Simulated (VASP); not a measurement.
# CrO2 (P4/mmm) in VASP: further runs

The runs below take CrO2 through relaxation of cell and atoms, with PBE.

Everything below comes from runs of VASP 6.6.1. Logs are shortened: lines on timing, memory, paths and dates and some standing lists are left out, and cuts for length are marked.

### Step 1. The cell of the first run

Symmetry: P4/mmm, No. 123, tetragonal system. The conventional cell has a = 3.583 Å, b = 3.583 Å, c = 4.206 Å, α = 90.00°, β = 90.00°, γ = 90.00°. Cr (site symmetry 4/mmm) has 4 O at 1.79 Å within 2.4 Å. O (site symmetry mmm) has 2 Cr at 1.79 Å within 2.4 Å.

### Step 2. Relaxation of cell and atoms, PBE, collinear spin, ferrimagnetic start (atoms taken out)

INCAR reads:

```
SYSTEM = CrO2
PREC     = Accurate       ! precision mode
ENCUT    = 600            ! plane-wave cutoff, eV
EDIFF    = 1E-7           ! SCF threshold, eV
ISMEAR   = 0              ! smearing method
SIGMA    = 0.1            ! smearing width, eV
LREAL    = .False.        ! projectors in reciprocal space
LASPH    = .True.         ! aspherical terms in the spheres
NELM     = 200            ! most SCF steps
ALGO     = Normal         ! electronic algorithm
ISIF     = 3              ! what is computed and relaxed
LWAVE    = .False.        ! write WAVECAR
LCHARG   = .False.        ! write CHGCAR
ISPIN    = 2              ! spin polarisation
MAGMOM   = 1.81 -0.17 -0.17 ! initial moments
LORBIT   = 11             ! projections on sites
LMAXMIX  = 4              ! l up to which the mixer works
GGA      = PE             ! functional
IBRION   = 2              ! ionic algorithm
NSW      = 100            ! ionic steps
EDIFFG   = -0.01          ! ionic threshold
GGA_COMPAT= .False.      
NELMIN   = 4            
KPAR     = 4
```

KPOINTS reads:

```
regular mesh
0
Gamma
  14 14 12
  0 0 0
```

POSCAR reads:

```
CrO2
1.0
    3.5828284453      0.0000000000      0.0000000000
    0.0000000000      3.5828284453      0.0000000000
    0.0000000000      0.0000000000      4.2062452606
Cr O
1 2
Direct
    0.0000000000      0.0000000000      0.0000000000
    0.5000000000      0.0000000000      0.0000000000
    0.0000000000      0.5000000000      0.0000000000
```

Potentials or basis: VASP PAW PBE potentials, release 64 (Cr_pv, O).

On the command line:

```console
> cat potpaw_PBE.64/Cr_pv/POTCAR potpaw_PBE.64/O/POTCAR > POTCAR
> mpirun -np 4 vasp_std > vasp.out
```

OUTCAR:

```text
SYSTEM = CrO2
   PREC = Accurate
   ENCUT = 600
   EDIFF = 1E-7
   ISMEAR = 0
   LREAL = .False.
   LASPH = .True.
   NELM = 200
   ISIF = 3
   ISPIN = 2
   LORBIT = 11
   GGA = PE
   IBRION = 2
   NSW = 100
   EDIFFG = -0.01
   NELMIN = 4

 ion  position               nearest neighbor table
   1  0.000  0.000  0.000-   2 1.79   3 1.79   3 1.79   2 1.79
   2  0.500  0.000  0.000-   1 1.79   1 1.79
   3  0.000  0.500  0.000-   1 1.79   1 1.79

  LATTYP: Found a simple tetragonal cell.
 ALAT       =     3.5828284453
 C/A-ratio  =     1.1740013023

  Lattice vectors:

 A1 = (   3.5828284453,   0.0000000000,   0.0000000000)
 A2 = (   0.0000000000,   3.5828284453,   0.0000000000)
 A3 = (   0.0000000000,   0.0000000000,   4.2062452606)

Analysis of symmetry for initial positions (statically):
=====================================================================
 Subroutine PRICEL returns:
 Original cell was already a primitive cell.

 Routine SETGRP: Setting up the symmetry group for a
 simple tetragonal supercell.

 Subroutine GETGRP returns: Found 16 space group operations
 (whereof 16 operations were pure point group operations)
 out of a pool of 16 trial point group operations.

The static configuration has the point symmetry D_4h.

Analysis of symmetry for dynamics (positions and initial velocities):
=====================================================================
 Subroutine PRICEL returns:
 Original cell was already a primitive cell.

 Routine SETGRP: Setting up the symmetry group for a
 simple tetragonal supercell.

 Subroutine GETGRP returns: Found 16 space group operations
 (whereof 16 operations were pure point group operations)
 out of a pool of 16 trial point group operations.

The dynamic configuration has the point symmetry D_4h.

Analysis of structural, dynamic, and magnetic symmetry:
=====================================================================
 Subroutine PRICEL returns:
 Original cell was already a primitive cell.

 Routine SETGRP: Setting up the symmetry group for a
 simple tetragonal supercell.

 Subroutine GETGRP returns: Found 16 space group operations
 (whereof 16 operations were pure point group operations)
 out of a pool of 16 trial point group operations.

The overall configuration has the point symmetry D_4h.

 Subroutine INISYM returns: Found 16 space group operations
 (whereof 16 operations are pure point group operations),
 and found     1 'primitive' translations

----------------------------------------------------------------------------------------

                                     Primitive cell

  volume of cell :      53.9941

  direct lattice vectors                    reciprocal lattice vectors
     3.582828445  0.000000000  0.000000000     0.279109094  0.000000000  0.000000000
     0.000000000  3.582828445  0.000000000     0.000000000  0.279109094  0.000000000
     0.000000000  0.000000000  4.206245261     0.000000000  0.000000000  0.237741724

  length of vectors
     3.582828445  3.582828445  4.206245261     0.279109094  0.279109094  0.237741724

  position of ions in fractional coordinates (direct lattice)
     0.000000000  0.000000000  0.000000000
     0.500000000  0.000000000  0.000000000
     0.000000000  0.500000000  0.000000000

  ion indices of the primitive-cell ions
   primitive index   ion index
                 1           1
                 2           2
                 3           3

----------------------------------------------------------------------------------------

 KPOINTS: regular mesh

Automatic generation of k-mesh.
 Grid dimensions read from file:
 generate k-points for:   14   14   12

 Generating k-lattice:

  Cartesian coordinates                     Fractional coordinates (reciprocal lattice)
     0.019936364  0.000000000  0.000000000     0.071428571  0.000000000  0.000000000
     0.000000000  0.019936364  0.000000000     0.000000000  0.071428571  0.000000000
     0.000000000  0.000000000  0.019811810     0.000000000  0.000000000  0.083333333

  Length of vectors
     0.019936364  0.019936364  0.019811810

  Shift w.r.t. Gamma in fractional coordinates (k-lattice)
     0.000000000  0.000000000  0.000000000

 Subroutine IBZKPT returns following result:
 ===========================================

 Found    252 irreducible k-points:

 Following reciprocal coordinates:
            Coordinates               Weight
  0.000000  0.000000  0.000000      1.000000
  0.071429  0.000000  0.000000      4.000000
  0.142857  0.000000  0.000000      4.000000
  0.214286  0.000000  0.000000      4.000000
  0.285714  0.000000  0.000000      4.000000
  0.357143  0.000000  0.000000      4.000000
[... 16 lines left out ...]
  0.285714  0.214286  0.000000      8.000000
  0.357143  0.214286  0.000000      8.000000
 [... further k-points ...]
   k-points           NKPTS =    252   k-points in BZ     NKDIM =    252   number of bands    NBANDS=     17
[... 19 lines left out ...]
   EDIFFG = -.1E-01   stopping-criterion for IOM
   NSW    =    100    number of steps for IOM
   IBRION =      2    ionic relax: 0-MD 1-quasi-New 2-CG
   NFREE  =      1    steps in history (QN), initial steepest desc. (CG)
   ISIF   =      3    stress and relaxation
   ISYM   =      2    0-nonsym 1-usesym 2-fastsym
   POTIM  = 0.5000    time-step for ionic-motion
   TEBEG  =    0.0;   TEEND  =   0.0 temperature during run
   PSTRESS=    0.0 pullay stress
   NELECT =      24.0000    total number of electrons
   NUPDOWN=      -1.0000    fix difference up-down
   EMIN   =  10.00;   EMAX   =-10.00  energy-range for DOS
   EFERMI =   0.00;   METHOD = LEGACY
   ISMEAR =     0;   SIGMA  =   0.10  broadening in eV -4-tet -1-fermi 0-gaus
   EFERMI_NEDOS =   21; number of points for ismear=-14 and -15
   IALGO  =     38    algorithm
   IMIX   =      4    mixing-type and parameters
     AMIX     =   0.40;   BMIX     =  1.00
     AMIX_MAG =   1.60;   BMIX_MAG =  1.00
  volume/ion in A,a.u.               =      18.00       121.46
  Fermi-wavevector in a.u.,A,eV,Ry     =   1.249385  2.360996 21.238198  1.560963
  Thomas-Fermi vector in A             =   2.383428
   LORBIT       =     11    0 simple, 1 ext, 2 COOP (PROOUT), +10 PAW based schemes
   GGA     = PE    functional components
   LHFCALC =     F    Hartree Fock is set to
   AEXX    =    0.0000 exact exchange contribution
   IVDW    =     0    specifies the selected vdW correction
   LEPSILON=     F    determine dielectric tensor
   LRPA    =     F    only Hartree local field effects (RPA)
 conjugate gradient relaxation of ions
 spin polarized calculation
 Gauss-broadening in eV      SIGMA  =   0.10
  energy-cutoff  :      600.00
  volume of cell :       53.99
 maximum number of plane-waves:      1828
 NGX is ok and might be reduce to    30
   NGX = 15   NGY = 15   NGZ = 17

--------------------------------------- Ionic step        1  -------------------------------------------

 number of electron      24.0000007 magnetization       2.0000715

 Free energy of the ion-electron system (eV)
  ---------------------------------------------------
  ext. energy  EPLUGINS =         0.00000000
  ---------------------------------------------------
  free energy    TOTEN  =       -23.42393434 eV

  energy without entropy =      -23.41888486  energy(sigma->0) =      -23.42140960

------------------------ aborting loop because EDIFF is reached ----------------------------------------

  FORCE on cell =-STRESS in cart. coord.  units (eV):
  Direction    XX          YY          ZZ          XY          YZ          ZX
  --------------------------------------------------------------------------------------
  -------------------------------------------------------------------------------------
  Total        0.2031591      0.2031591      0.0222599      0.0000000      0.0000000      0.0000000
  in kB        6.0283749      6.0283749      0.6605221      0.0000000      0.0000000      0.0000000
  external PRESSURE =       4.2390907 kB  Pullay stress =       0.0000000 kB
[... 59 lines left out ...]
  energy  without entropy=      -23.4183789008  energy(sigma->0) =      -23.42090691

--------------------------------------- Ionic step        3  -------------------------------------------

 number of electron      24.0000006 magnetization       1.9999984

 Free energy of the ion-electron system (eV)
  ---------------------------------------------------
  ext. energy  EPLUGINS =         0.00000000
  ---------------------------------------------------
  free energy    TOTEN  =       -23.42416676 eV

  energy without entropy =      -23.41911393  energy(sigma->0) =      -23.42164035

 E-fermi :   0.4590     XC(G=0):  -7.9917

 val. band max:        0.4570048465   @ k =   0.4286   0.4286   0.5000
 cond. band min:       0.4591720968   @ k =   0.1429   0.1429   0.5000
 fundamental gap:      0.0021672503
 Fermi energy:         0.4589618803

 spin component 1

 k-point     1 :       0.0000    0.0000    0.0000
  band No.  band energies     occupation
      1     -44.5421      1.00000
      2     -44.5421      1.00000
      3     -44.4579      1.00000
      4     -18.1544      1.00000
      5     -17.0478      1.00000
      6      -3.3310      1.00000
[... 9 lines left out ...]
     16       1.5739      0.00000
     17       4.6728      0.00000
[... 445 lines left out ...]
      3     -44.4559      1.00000
      4     -17.3618      1.00000
      5     -16.8059      1.00000
      6      -5.8334      1.00000
[... 9 lines left out ...]
     16       4.9497      0.00000
     17       5.0956      0.00000

 [... further k-points ...]

 spin component 2

 k-point     1 :       0.0000    0.0000    0.0000
  band No.  band energies     occupation
      1     -42.6379      1.00000
      2     -42.6379      1.00000
      3     -41.6364      1.00000
      4     -18.3522      1.00000
      5     -17.2662      1.00000
      6      -3.4164      1.00000
[... 9 lines left out ...]
     16       2.9677      0.00000
     17       5.5540      0.00000
[... 490 lines left out ...]
  FREE ENERGIE OF THE ION-ELECTRON SYSTEM (eV)
  ---------------------------------------------------
  free  energy   TOTEN  =       -23.4241667615 eV

  energy  without entropy=      -23.4191139323  energy(sigma->0) =      -23.42164035

 reached required accuracy - stopping structural energy minimisation

 total charge

# of ion       s       p       d       tot
------------------------------------------
    1        0.368   6.478   4.078  10.924
    2        1.579   3.415   0.000   4.994
    3        1.579   3.415   0.000   4.994
--------------------------------------------------
tot          3.526  13.309   4.078  20.913

 magnetization (x)

# of ion       s       p       d       tot
------------------------------------------
    1        0.081   0.025   2.038   2.144
    2       -0.004  -0.160   0.000  -0.164
    3       -0.004  -0.160   0.000  -0.164
--------------------------------------------------
tot          0.073  -0.294   2.038   1.816
```

It took 2.9 min on 4 MPI ranks of Intel Xeon 6975P-C (Granite Rapids), shared host; peak memory 0.54 GiB.

What came out:

| Quantity | Value |
| --- | --- |
| Free energy | -23.4242 eV |
| Relaxed volume | 18.04 Å³/atom |
| Relaxed cell | a = 3.587 Å, b = 3.587 Å, c = 4.207 Å, α = 90.00°, β = 90.00°, γ = 90.00° |
| Space group after relaxing (to 0.1 Å) | P4/mmm (No. 123) |
| Energy gained by relaxing | 0.1 meV/atom |
| Ionic steps | 3 |
| Pressure after relaxing | 0.0 GPa |
| Band gap on the k mesh | zero (filled and empty bands overlap) |
| Net moment | 2.00 μB per cell |
| Site moments | Cr +2.14; O -0.16 μB |
| Valence electrons inside the program's atomic spheres | Cr 10.92; O 4.99 |

The path:
```csv
step,energy change (eV),largest force (eV/Å),pressure (GPa),volume (Å³)
1,0.0000,0.0000,0.42,53.99
2,0.0005,0.0000,-0.67,54.37
3,-0.0002,0.0000,0.02,54.13
```

Final structure:
```cif
data_structure
_symmetry_space_group_name_H-M 'P 1'
_symmetry_Int_Tables_number 1
_cell_length_a 3.5870
_cell_length_b 3.5870
_cell_length_c 4.2068
_cell_angle_alpha 90.000
_cell_angle_beta 90.000
_cell_angle_gamma 90.000
_cell_volume 54.13
loop_
_atom_site_label
_atom_site_type_symbol
_atom_site_fract_x
_atom_site_fract_y
_atom_site_fract_z
_atom_site_occupancy
Cr1 Cr 0.00000 0.00000 0.00000 1
O1 O 0.50000 0.00000 0.00000 1
O2 O 0.00000 0.50000 0.00000 1
```

Levels at points of the mesh, in eV from the Fermi level:
Spin up:
```csv
k point,band 10,band 11,band 12,band 13,band 14,band 15,band 16,band 17
"(0.00, 0.00, 0.00)",-1.61,-1.50,-1.42,-1.42,-0.99,-0.99,1.11,4.21
"(0.50, 0.00, 0.00)",-2.46,-2.29,-1.59,-1.39,1.30,1.37,3.16,4.63
"(0.50, 0.50, 0.00)",-4.17,-1.14,0.10,1.31,1.31,1.53,4.63,6.59
"(0.00, 0.00, 0.50)",-1.50,-1.48,-1.48,-1.27,-0.98,-0.98,1.12,4.63
"(0.50, 0.00, 0.50)",-2.81,-2.23,-1.44,-1.06,1.25,1.37,3.48,4.63
"(0.50, 0.50, 0.50)",-4.34,-0.55,0.11,1.27,1.27,1.55,4.63,5.28
```
Spin down:
```tsv
k point	band 9	band 10	band 11	band 12	band 13	band 14
(0.00, 0.00, 0.00)	-1.93	-1.28	-1.28	0.24	0.39	0.74
(0.50, 0.00, 0.00)	-3.14	-2.68	-2.57	0.78	0.87	2.48
(0.50, 0.50, 0.00)	-3.72	-3.72	-0.26	1.35	2.81	2.81
(0.00, 0.00, 0.50)	-2.03	-1.28	-1.28	0.24	0.67	0.67
(0.50, 0.00, 0.50)	-3.13	-2.98	-2.52	0.72	1.59	2.48
(0.50, 0.50, 0.50)	-3.91	-3.91	-0.26	2.04	2.80	2.80
```

Caveat: the cell differs from its parent crystal (atoms taken out); a cell with one magnetic atom can't hold antiferromagnetic order, which such compounds often take; semilocal functionals often make such compounds metallic where correlation or magnetic order opens a gap, which also shifts bond lengths.

### Step 3. Relaxation of cell and atoms, PBE, collinear spin, ferrimagnetic start (atoms taken out)

INCAR reads:

```
ALGO     = Normal         # electronic algorithm
EDIFF    = 1E-7           # SCF threshold, eV
EDIFFG   = -0.01          # ionic threshold
ENCUT    = 600            # plane-wave cutoff, eV
GGA      = PE             # functional
GGA_COMPAT= False        
IBRION   = 2              # ionic algorithm
ISIF     = 3              # what is computed and relaxed
ISMEAR   = 0              # smearing method
ISPIN    = 2              # spin polarisation
KPAR     = 4            
LASPH    = True           # aspherical terms in the spheres
LCHARG   = False          # write CHGCAR
LMAXMIX  = 4              # l up to which the mixer works
LORBIT   = 11             # projections on sites
LREAL    = False          # projectors in reciprocal space
LWAVE    = False          # write WAVECAR
MAGMOM   = 1.8 -0.17 -0.17 # initial moments
NELM     = 200            # most SCF steps
NELMIN   = 4            
NSW      = 100            # ionic steps
PREC     = Accurate       # precision mode
SIGMA    = 0.1            # smearing width, eV
```

KPOINTS reads:

```
k-points
0
Gamma
  14 14 10
```

POSCAR reads:

```
CrO2
1.0
    3.5842220902      0.0000000000      0.0000000000
    0.0000000000      3.5842220902      0.0000000000
    0.0000000000      0.0000000000      4.8429223354
Cr O
1 2
Direct
    0.0000000000      0.0000000000      0.0000000000
    0.5000000000      0.0000000000      0.0000000000
    0.0000000000      0.5000000000      0.0000000000
```

Potentials or basis: VASP PAW PBE potentials, release 64 (Cr_pv, O).

On the command line:

```console
> cat potpaw_PBE.64/Cr_pv/POTCAR potpaw_PBE.64/O/POTCAR > POTCAR
> mpirun -np 4 vasp_std > vasp.out
```

Run time: 17 min. Hardware: 4 MPI ranks of Intel Xeon 6975P-C (Granite Rapids), shared host; peak memory 0.57 GiB.

It converged, with:

| Quantity | Value |
| --- | --- |
| Free energy | -23.4373 eV |
| Relaxed volume | 18.55 Å³/atom |
| Relaxed cell | a = 3.587 Å, b = 3.587 Å, c = 4.326 Å, α = 90.00°, β = 90.00°, γ = 90.00° |
| Space group after relaxing (to 0.1 Å) | P4/mmm (No. 123) |
| Energy gained by relaxing | 1.8 meV/atom |
| Ionic steps | 15 |
| Pressure after relaxing | 0.0 GPa |
| Band gap on the k mesh | zero (filled and empty bands overlap) |
| Net moment | 2.00 μB per cell |
| Site moments | Cr +2.15; O -0.16 μB |
| Valence electrons inside the program's atomic spheres | Cr 10.93; O 5.00 |

The path:
| step | energy change (eV) | largest force (eV/Å) | pressure (GPa) | volume (Å³) |
| --- | --- | --- | --- | --- |
| 1 | 0.0000 | 0.0000 | 0.23 | 62.22 |
| 2 | 0.0003 | 0.0000 | -0.54 | 62.49 |
| 3 | -0.0002 | 0.0000 | -0.06 | 62.32 |
| 4 | -0.0002 | 0.0000 | -0.08 | 62.32 |
| 5 | -0.0002 | 0.0000 | -0.08 | 62.26 |
| 6 | -0.0004 | 0.0000 | -0.10 | 62.07 |
| 7 | -0.0008 | 0.0000 | -0.13 | 61.70 |
| 8 | -0.0016 | 0.0000 | -0.19 | 60.96 |
| 9 | -0.0032 | 0.0000 | -0.28 | 59.47 |
| 10 | -0.0050 | 0.0000 | -0.48 | 56.49 |
| 11 | -0.0051 | 0.0000 | -0.45 | 56.43 |
| 12 | -0.0053 | 0.0000 | -0.35 | 56.25 |
| 13 | -0.0055 | 0.0000 | -0.14 | 55.91 |
| 14 | -0.0054 | 0.0000 | 0.27 | 55.22 |
| 15 | -0.0055 | 0.0000 | 0.01 | 55.65 |

Final structure:
```yaml
crystal:
  lattice:
    - [3.58670, 0.00000, 0.00000]
    - [0.00000, 3.58670, 0.00000]
    - [0.00000, 0.00000, 4.32607]
  atoms:
    - { symbol: Cr, position: [0.00000, 0.00000, 0.00000] }
    - { symbol: O, position: [0.50000, 0.00000, 0.00000] }
    - { symbol: O, position: [0.00000, 0.50000, 0.00000] }
```

Levels at points of the mesh, in eV from the Fermi level:
Spin up:
```csv
k point,band 9,band 10,band 11,band 12,band 13,band 14,band 15,band 16,band 17
"(0.00, 0.00, 0.00)",-1.86,-1.62,-1.50,-1.43,-1.43,-0.99,-0.99,1.12,4.15
"(0.50, 0.00, 0.00)",-3.08,-2.49,-2.28,-1.55,-1.40,1.30,1.37,3.18,4.63
"(0.50, 0.50, 0.00)",-4.19,-4.19,-1.08,0.11,1.31,1.31,1.53,4.63,6.59
"(0.00, 0.00, 0.50)",-1.71,-1.49,-1.47,-1.47,-1.31,-0.98,-0.98,1.12,4.63
"(0.50, 0.00, 0.50)",-3.07,-2.78,-2.24,-1.43,-1.09,1.25,1.37,3.47,4.63
"(0.50, 0.50, 0.50)",-4.32,-4.32,-0.59,0.11,1.28,1.28,1.55,4.63,5.39
```
Spin down:
| k point | band 9 | band 10 | band 11 | band 12 | band 13 | band 14 |
| --- | --- | --- | --- | --- | --- | --- |
| (0.00, 0.00, 0.00) | -1.94 | -1.28 | -1.28 | 0.24 | 0.43 | 0.73 |
| (0.50, 0.00, 0.00) | -3.14 | -2.71 | -2.57 | 0.77 | 0.92 | 2.49 |
| (0.50, 0.50, 0.00) | -3.74 | -3.74 | -0.26 | 1.40 | 2.81 | 2.81 |
| (0.00, 0.00, 0.50) | -2.02 | -1.28 | -1.28 | 0.25 | 0.68 | 0.68 |
| (0.50, 0.00, 0.50) | -3.13 | -2.96 | -2.53 | 0.73 | 1.55 | 2.49 |
| (0.50, 0.50, 0.50) | -3.89 | -3.89 | -0.26 | 2.00 | 2.81 | 2.81 |

Caveat: the cell differs from its parent crystal (atoms taken out); a cell with one magnetic atom can't hold antiferromagnetic order, which such compounds often take; semilocal functionals often make such compounds metallic where correlation or magnetic order opens a gap, which also shifts bond lengths.
